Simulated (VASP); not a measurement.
# Cu (P6_3/mmc) in VASP: further runs

The runs below take Cu through single point, with PBEsol.

Program: VASP 6.6.1. These are calculated values, not measurements. Logs are shortened: lines on timing, memory, paths and dates and some standing lists are left out, and cuts for length are marked.

## Step 1: The cell of the first run

Symmetry: P6_3/mmc, No. 194, hexagonal system. Conventional cell: a = 2.675 Å, b = 2.675 Å, c = 3.690 Å, α = 90.00°, β = 90.00°, γ = 120.00°. Cu (site symmetry -6m2) has 12 Cu at 2.41 to 2.68 Å within 3.2 Å.

This isn't the form of Cu at room conditions, which is fcc.

## Step 2: Single point, PBEsol

Contents of INCAR:

```
PREC = Accurate
ENCUT = 520
EDIFF = 1E-6
ISMEAR = 0
SIGMA = 0.15
LREAL = F
LASPH = T
NELM = 60
ALGO = Fast
ISIF = 2
LWAVE = F
LCHARG = F
GGA = PS
NBANDS = 18
```

Contents of KPOINTS:

```
Automatic mesh
0
Gamma
  24 24 14
```

Contents of POSCAR:

```
Cu
1.0
    2.6751627156      0.0000000000      0.0000000000
   -1.3375813578      2.3167588710      0.0000000000
    0.0000000000      0.0000000000      3.6902803375
Cu
2
Direct
    0.3333333333      0.6666666667      0.2500000000
    0.6666666667      0.3333333333      0.7500000000
```

Potentials or basis: VASP PAW PBE potentials, release 64 (Cu).

The run is started by

```console
$ cat potpaw_PBE.64/Cu/POTCAR > POTCAR
$ mpirun -np 1 vasp_std > vasp.out
```

OUTCAR:

```text
PREC = Accurate
   ENCUT = 520
   EDIFF = 1E-6
   ISMEAR = 0
   LREAL = F
   LASPH = T
   NELM = 60
   ISIF = 2
   GGA = PS

 ion  position               nearest neighbor table
   1  0.333  0.667  0.250-   2 2.41   2 2.41   2 2.41   2 2.41   2 2.41   2 2.41
   2  0.667  0.333  0.750-   1 2.41   1 2.41   1 2.41   1 2.41   1 2.41   1 2.41

  LATTYP: Found a hexagonal cell.
 ALAT       =     2.6751627156
 C/A-ratio  =     1.3794601412

  Lattice vectors:

 A1 = (   2.6751627156,   0.0000000000,   0.0000000000)
 A2 = (  -1.3375813578,   2.3167588710,   0.0000000000)
 A3 = (   0.0000000000,   0.0000000000,   3.6902803375)

Analysis of symmetry for initial positions (statically):
=====================================================================
 Subroutine PRICEL returns:
 Original cell was already a primitive cell.

 Routine SETGRP: Setting up the symmetry group for a
 hexagonal supercell.

 Subroutine GETGRP returns: Found 24 space group operations
 (whereof 12 operations were pure point group operations)
 out of a pool of 24 trial point group operations.

The static configuration has the point symmetry D_3d.
 The point group associated with its full space group is D_6h.

Analysis of symmetry for dynamics (positions and initial velocities):
=====================================================================
 Subroutine PRICEL returns:
 Original cell was already a primitive cell.

 Routine SETGRP: Setting up the symmetry group for a
 hexagonal supercell.

 Subroutine GETGRP returns: Found 24 space group operations
 (whereof 12 operations were pure point group operations)
 out of a pool of 24 trial point group operations.

The dynamic configuration has the point symmetry D_3d.
 The point group associated with its full space group is D_6h.

 Subroutine INISYM returns: Found 24 space group operations
 (whereof 12 operations are pure point group operations),
 and found     1 'primitive' translations

----------------------------------------------------------------------------------------

                                     Primitive cell

  volume of cell :      22.8713

  direct lattice vectors                    reciprocal lattice vectors
     2.675162716  0.000000000  0.000000000     0.373809038  0.215818748  0.000000000
    -1.337581358  2.316758871  0.000000000     0.000000000  0.431637497  0.000000000
     0.000000000  0.000000000  3.690280337     0.000000000  0.000000000  0.270982123

  length of vectors
     2.675162716  2.675162716  3.690280337     0.431637497  0.431637497  0.270982123

  position of ions in fractional coordinates (direct lattice)
     0.333333333  0.666666667  0.250000000
     0.666666667  0.333333333  0.750000000

  ion indices of the primitive-cell ions
   primitive index   ion index
                 1           1
                 2           2

----------------------------------------------------------------------------------------

 KPOINTS: Automatic mesh

Automatic generation of k-mesh.
 Grid dimensions read from file:
 generate k-points for:   24   24   14

 Generating k-lattice:

  Cartesian coordinates                     Fractional coordinates (reciprocal lattice)
     0.015575377  0.008992448  0.000000000     0.041666667  0.000000000  0.000000000
     0.000000000  0.017984896  0.000000000     0.000000000  0.041666667  0.000000000
     0.000000000  0.000000000  0.019355866     0.000000000  0.000000000  0.071428571

  Length of vectors
     0.017984896  0.017984896  0.019355866

  Shift w.r.t. Gamma in fractional coordinates (k-lattice)
     0.000000000  0.000000000  0.000000000

 Subroutine IBZKPT returns following result:
 ===========================================

 Found    488 irreducible k-points:

 Following reciprocal coordinates:
            Coordinates               Weight
  0.000000  0.000000  0.000000      1.000000
  0.041667  0.000000  0.000000      6.000000
  0.083333 -0.000000  0.000000      6.000000
  0.125000 -0.000000  0.000000      6.000000
  0.166667  0.000000  0.000000      6.000000
  0.208333  0.000000  0.000000      6.000000
[... 16 lines left out ...]
  0.416667  0.041667  0.000000     12.000000
  0.458333  0.041667  0.000000     12.000000
 [... further k-points ...]
   k-points           NKPTS =    488   k-points in BZ     NKDIM =    488   number of bands    NBANDS=     18
   number of dos      NEDOS =    301   number of ions     NIONS =      2
   total plane-waves  NPLWV =  11200
   dimension x,y,z NGX =    20 NGY =   20 NGZ =   28
   dimension x,y,z NGXF=    40 NGYF=   40 NGZF=   56
   ions per type =               2
   NGX,Y,Z   is equivalent  to a cutoff of  12.43, 12.43, 12.61 a.u.
   NGXF,Y,Z  is equivalent  to a cutoff of  24.86, 24.86, 25.23 a.u.
 SYSTEM =  unknown system
   PREC   = accura    normal or accurate (medium, high low for compatibility)
   ISTART =      0    job   : 0-new  1-cont  2-samecut
   ICHARG =      2    charge: 1-file 2-atom 10-const
   ISPIN  =      1    spin polarized calculation?
   LNONCOLLINEAR =      F non collinear calculations
   LSORBIT =      F    spin-orbit coupling
   LASPH  =      T    aspherical Exc in radial PAW
   ENCUT  =  520.0 eV  38.22 Ry    6.18 a.u.   4.97  4.97  6.86*2*pi/ulx,y,z
   NELM   =     60;   NELMIN=  2; NELMDL= -5     # of ELM steps
   EDIFF  = 0.1E-05   stopping-criterion for ELM
   LREAL  =      F    real-space projection
   EDIFFG = 0.1E-04   stopping-criterion for IOM
   NSW    =      0    number of steps for IOM
   IBRION =     -1    ionic relax: 0-MD 1-quasi-New 2-CG
   NFREE  =      0    steps in history (QN), initial steepest desc. (CG)
   ISIF   =      2    stress and relaxation
   ISYM   =      2    0-nonsym 1-usesym 2-fastsym
   POTIM  = 0.5000    time-step for ionic-motion
   TEBEG  =    0.0;   TEEND  =   0.0 temperature during run
   PSTRESS=    0.0 pullay stress
   NELECT =      22.0000    total number of electrons
   NUPDOWN=      -1.0000    fix difference up-down
   EMIN   =  10.00;   EMAX   =-10.00  energy-range for DOS
   EFERMI =   0.00;   METHOD = LEGACY
   ISMEAR =     0;   SIGMA  =   0.15  broadening in eV -4-tet -1-fermi 0-gaus
   EFERMI_NEDOS =   21; number of points for ismear=-14 and -15
   IALGO  =     68    algorithm
   IMIX   =      4    mixing-type and parameters
     AMIX     =   0.40;   BMIX     =  1.00
     AMIX_MAG =   1.60;   BMIX_MAG =  1.00
  volume/ion in A,a.u.               =      11.44        77.17
  Fermi-wavevector in a.u.,A,eV,Ry     =   1.616041  3.053874 35.532800  2.611587
  Thomas-Fermi vector in A             =   2.710691
   LORBIT       =      0    0 simple, 1 ext, 2 COOP (PROOUT), +10 PAW based schemes
   GGA     = PS    functional components
   LHFCALC =     F    Hartree Fock is set to
   AEXX    =    0.0000 exact exchange contribution
   IVDW    =     0    specifies the selected vdW correction
   LEPSILON=     F    determine dielectric tensor
   LRPA    =     F    only Hartree local field effects (RPA)
 non-spin polarized calculation
 RMM-DIIS sequential band-by-band and
 Gauss-broadening in eV      SIGMA  =   0.15
  energy-cutoff  :      520.00
  volume of cell :       22.87
 maximum number of plane-waves:       632
 NGX is ok and might be reduce to    20
   NGX =  9   NGY =  9   NGZ = 13

 number of electron      22.0000011 magnetization

 Free energy of the ion-electron system (eV)
  ---------------------------------------------------
  ext. energy  EPLUGINS =         0.00000000
  ---------------------------------------------------
  free energy    TOTEN  =        -8.37490262 eV

  energy without entropy =       -8.36913645  energy(sigma->0) =       -8.37201954

 E-fermi :   7.7980     XC(G=0): -13.0799

 val. band max:        7.7959682119   @ k =   0.4583   0.0417   0.4286
 cond. band min:       7.8116538177   @ k =   0.4167   0.1250   0.2143
 fundamental gap:      0.0156856058
 Fermi energy:         7.7979829530

 k-point     1 :       0.0000    0.0000    0.0000
  band No.  band energies     occupation
      1      -1.8250      2.00000
      2       2.7115      2.00000
      3       4.6898      2.00000
      4       4.6898      2.00000
      5       4.7942      2.00000
      6       4.7942      2.00000
[... 10 lines left out ...]
     17      28.5418      0.00000
     18      28.5426      0.00000

 k-point     2 :       0.0417    0.0000    0.0000
  band No.  band energies     occupation
      1      -1.7739      2.00000
      2       2.7327      2.00000
      3       4.6560      2.00000
      4       4.7083      2.00000
      5       4.7805      2.00000
      6       4.7806      2.00000
[... 10 lines left out ...]
     17      29.1632      0.00000
     18      29.5825      0.00000

 k-point     3 :       0.0833   -0.0000    0.0000
  band No.  band energies     occupation
      1      -1.6212      2.00000
      2       2.7935      2.00000
      3       4.5683      2.00000
      4       4.7355      2.00000
      5       4.7415      2.00000
      6       4.7628      2.00000
[... 10 lines left out ...]
     17      30.3486      0.00000
     18      30.5832      0.00000

 k-point     4 :       0.1250   -0.0000    0.0000
  band No.  band energies     occupation
      1      -1.3693      2.00000
      2       2.8859      2.00000
      3       4.4506      2.00000
      4       4.6460      2.00000
      5       4.6824      2.00000
      6       4.8508      2.00000
[... 10 lines left out ...]
     17      31.3643      0.00000
     18      31.5029      0.00000

 k-point     5 :       0.1667    0.0000    0.0000
  band No.  band energies     occupation
      1      -1.0226      2.00000
      2       2.9956      2.00000
      3       4.3221      2.00000
      4       4.4998      2.00000
      5       4.6096      2.00000
      6       4.9677      2.00000
[... 10 lines left out ...]
     17      29.7711      0.00000
     18      31.1907      0.00000

 k-point     6 :       0.2083    0.0000    0.0000
  band No.  band energies     occupation
      1      -0.5879      2.00000
      2       3.1024      2.00000
      3       4.1985      2.00000
      4       4.3059      2.00000
      5       4.5300      2.00000
      6       5.0270      2.00000
[... 10 lines left out ...]
     17      28.1467      0.00000
     18      29.7783      0.00000

 k-point     7 :       0.2500   -0.0000    0.0000
  band No.  band energies     occupation
      1      -0.0768      2.00000
      2       3.1831      2.00000
      3       4.0943      2.00000
      4       4.0957      2.00000
      5       4.4494      2.00000
      6       5.0608      2.00000
[... 10 lines left out ...]
     17      26.5914      0.00000
     18      28.2575      0.00000

 k-point     8 :       0.2917   -0.0000    0.0000
  band No.  band energies     occupation
      1       0.4925      2.00000
      2       3.2190      2.00000
      3       3.8921      2.00000
      4       4.0283      2.00000
      5       4.3729      2.00000
      6       5.1239      2.00000
[... 10 lines left out ...]
     17      25.1088      0.00000
     18      26.8951      0.00000
[... 229 lines left out ...]
     17      25.8672      0.00000
     18      27.6626      0.00000

 k-point    20 :       0.2917    0.0417    0.0000
  band No.  band energies     occupation
      1       0.8221      2.00000
      2       3.2298      2.00000
      3       3.7886      2.00000
      4       3.9901      2.00000
      5       4.3423      2.00000
      6       5.1106      2.00000
[... 10 lines left out ...]
     17      24.6122      0.00000
     18      26.5863      0.00000

 k-point    21 :       0.3333    0.0417    0.0000
  band No.  band energies     occupation
      1       1.4129      2.00000
      2       3.2016      2.00000
      3       3.6308      2.00000
      4       3.9874      2.00000
      5       4.2810      2.00000
      6       5.0868      2.00000
[... 10 lines left out ...]
     17      23.6139      0.00000
     18      25.9804      0.00000

 k-point    22 :       0.3750    0.0417    0.0000
  band No.  band energies     occupation
      1       1.9475      2.00000
      2       3.1529      2.00000
      3       3.5090      2.00000
      4       4.0282      2.00000
      5       4.2325      2.00000
      6       5.0710      2.00000
[... 10 lines left out ...]
     17      22.5020      0.00000
     18      25.6794      0.00000

 k-point    23 :       0.4167    0.0417    0.0000
  band No.  band energies     occupation
      1       2.3511      2.00000
      2       3.1017      2.00000
      3       3.4264      2.00000
      4       4.1007      2.00000
      5       4.1990      2.00000
      6       5.0613      2.00000
[... 10 lines left out ...]
     17      21.5004      0.00000
     18      25.5243      0.00000

 k-point    24 :       0.4583    0.0417    0.0000
  band No.  band energies     occupation
      1       2.5671      2.00000
      2       3.0637      2.00000
      3       3.3848      2.00000
      4       4.1630      2.00000
      5       4.1819      2.00000
      6       5.0567      2.00000
[... 10 lines left out ...]
     17      20.8352      0.00000
     18      25.4558      0.00000

 [... further k-points ...]

------------------------ aborting loop because EDIFF is reached ----------------------------------------

  FORCE on cell =-STRESS in cart. coord.  units (eV):
  Direction    XX          YY          ZZ          XY          YZ          ZX
  --------------------------------------------------------------------------------------
  -------------------------------------------------------------------------------------
  Total       -0.6632695     -0.6632695      2.8587370      0.0000000      0.0000000      0.0000000
  in kB      -46.4633153    -46.4633153    200.2600790      0.0000000      0.0000000      0.0000000
  external PRESSURE =      35.7778161 kB  Pullay stress =       0.0000000 kB

 VOLUME and BASIS-vectors are now :
 -----------------------------------------------------------------------------
  energy-cutoff  :      520.00
  volume of cell :       22.87
      direct lattice vectors                 reciprocal lattice vectors
     2.675162716  0.000000000  0.000000000     0.373809038  0.215818748  0.000000000
    -1.337581358  2.316758871  0.000000000     0.000000000  0.431637497  0.000000000
     0.000000000  0.000000000  3.690280337     0.000000000  0.000000000  0.270982123

 POSITION                                       TOTAL-FORCE (eV/Angst)
 -----------------------------------------------------------------------------------
     -0.00000      1.54451      0.92257         0.000000     -0.000000      0.000000
      1.33758      0.77225      2.76771         0.000000      0.000000      0.000000
 -----------------------------------------------------------------------------------
    total drift:                                0.000000     -0.000000      0.000000

  FREE ENERGIE OF THE ION-ELECTRON SYSTEM (eV)
  ---------------------------------------------------
  free  energy   TOTEN  =        -8.3749026207 eV

  energy  without entropy=       -8.3691364523  energy(sigma->0) =       -8.37201954
```

Wall time 99 s (1 thread of AMD EPYC 9R45 (Zen 5), shared host); peak memory 0.23 GiB.

What came out:

```
Free energy            : -8.3749 eV
Pressure               : 3.6 GPa
Band gap on the k mesh : zero (bands 11 and 12 overlap by 5.21 eV)
```

Caveat: the cell stands under pressure; the PAW data sets were made with another functional, which shifts forces and pressure a little.

(Continued in part 2 of 2.)
